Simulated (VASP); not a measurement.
Set up this calculation in VASP 6.6.1, as the native input.

```yaml
Task: electric field gradients
Functional: PBEsol
Potentials_or_basis: VASP PAW PBE potentials, release 64 (Lu)
Cutoff: 520 eV
k_mesh: 13 × 13 × 8
Occupations: fermi-dirac, width 0.03 eV
Spin: no spin polarisation
Dipole_correction: no
Further_INCAR_settings: ALGO = Normal; EDIFF = 1e-08; NBANDS = 32
```

The structure of Lu lies in POSCAR:

```
Lu
1.0
    3.4624620083      0.0000000000      0.0000000000
   -1.7312310041      2.9985800589      0.0000000000
    0.0000000000      0.0000000000      5.4913664532
Lu
2
Direct
    0.3333333333      0.6666666667      0.2500000000
    0.6666666667      0.3333333333      0.7500000000
```

These files were run (other wordings do the same):

INCAR

```
SYSTEM = Lu
PREC     = Accurate       ! precision mode
ENCUT    = 520            ! plane-wave cutoff, eV
EDIFF    = 1E-8           ! SCF threshold, eV
ISMEAR   = -1             ! smearing method
SIGMA    = 0.03           ! smearing width, eV
LREAL    = .False.        ! projectors in reciprocal space
LASPH    = .True.         ! aspherical terms in the spheres
NELM     = 100            ! most SCF steps
ALGO     = Normal         ! electronic algorithm
ISIF     = 2              ! what is computed and relaxed
LWAVE    = .False.        ! write WAVECAR
LCHARG   = .False.        ! write CHGCAR
GGA      = PS             ! functional
LEFG     = .True.       
NBANDS   = 32             ! bands
```

KPOINTS

```
regular mesh
0
Gamma
  13 13 8
  0 0 0
```

Potentials or basis: VASP PAW PBE potentials, release 64 (Lu).

Launch:

```sh
$ cat potpaw_PBE.64/Lu/POTCAR > POTCAR
$ mpirun -np 1 vasp_std > vasp.out
```

It gave:

| Item | Value |
| --- | --- |
| Pressure | -1.6 GPa |
| Band gap on the k mesh | zero (bands 25 and 26 overlap by 1.74 eV) |
| Largest electric field gradient by atom | Lu +63.7 V/Å² |

Caveat: without QUAD_EFG the Cq values of the log hold for a quadrupole moment of 1 mb, not for the nuclei; the PAW data sets were made with another functional, which shifts forces and pressure a little; spin-orbit coupling is left out, which moves the levels of the heavy elements.

Wall time 2.3 min on 1 thread of Intel(R) Xeon(R) Platinum 8488C (Sapphire Rapids), with other jobs on the host, peak memory 0.29 GiB.
